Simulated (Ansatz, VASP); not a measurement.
## Cs2AgBiBr6: VASP beside Ansatz

```
Bi Cs Ag Br
1.0
     0.00000    5.61610    5.61610
     5.61610    0.00000    5.61610
     5.61610    5.61610    0.00000
Bi Cs Ag Br
1 2 1 6
Direct
  0.00000 0.00000 0.00000
  0.75000 0.75000 0.75000
  0.25000 0.25000 0.25000
  0.50000 0.50000 0.50000
  0.74945 0.74945 0.25055
  0.25055 0.25055 0.74945
  0.74945 0.25055 0.25055
  0.74945 0.25055 0.74945
  0.25055 0.74945 0.74945
  0.25055 0.74945 0.25055
```

Alike in both runs: functional LDA; k mesh 4 × 4 × 4; occupations fermi-dirac, width 0.05 eV; no spin polarisation; Hubbard terms Ag d U = 5.0 eV.

|  | VASP | Ansatz |
| --- | --- | --- |
| version | VASP 6.6.1 | Ansatz 0.2.0 |
| potentials or method | VASP PAW LDA potentials, release 64 (Bi_d, Cs_sv, Ag, Br) | Ansatz PAW |
| plane-wave cutoff (eV) | 520 | 420 |
| valence electrons in the cell | 86 | 94 |
| task | single point | band structure |

|  | VASP | Ansatz | Ansatz less VASP |
| --- | --- | --- | --- |
| gap on the k mesh at the Fermi level (eV) | 1.50 | 1.44 | -0.055 |
| least direct gap on the mesh (eV) | 2.56 | 2.52 | -0.041 |
| pressure (GPa) | -1.5 | -1.3 | +0.17 |
| rms of the force components (eV/Å) | 0.138 | 0.092 | -0.0465 |

LDA's correlation is that of Perdew and Zunger in VASP and of Perdew and Wang (1992) in Ansatz. The programs project onto different local orbitals, so the same U acts differently, and such runs can settle in different states. Atom by atom the forces differ by 0.047 eV/Å (rms over components). VASP's potentials hold 86 valence electrons a cell and Ansatz's 94, so a difference there can come from the potentials and not from the codes.

Neither program's run includes spin-orbit coupling.
